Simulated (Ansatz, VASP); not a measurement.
One calculation of ZnS, two programs

```xyz
2
Lattice="3.1947 0.0000 0.0000 0.0000 3.1947 0.0000 0.0000 0.0000 3.1947" Properties=species:S:1:pos:R:3 pbc="T T T"
Zn    1.5974    1.5974    1.5974
S     0.0000    0.0000    0.0000
```

Change from the starting cell: species swapped into the LiPb type (Pm-3m, No. 221).

Alike in both runs: task relaxation of cell and atoms; functional PBE; k mesh 18 × 18 × 18; occupations gaussian, width 0.1 eV; no spin polarisation.

```csv
,VASP,Ansatz
version,VASP 6.6.1,Ansatz 0.2.0
potentials or method,"VASP PAW PBE potentials, release 64 (Zn, S), cutoff 600 eV","scalar-relativistic, plane waves, PAW"
valence electrons in the cell,18,18
```

```tsv
	VASP	Ansatz	Ansatz less VASP
gap on the k mesh at the Fermi level, each at its own relaxed structure (eV)	none	none	-
relaxed volume (Å³/atom)	16.34	16.33	-0.009
relaxed cell length with the largest relative difference (Å)	3.197	3.196	-0.0006
```

A gap of «none» marks a metal or a gap that the smearing closes.
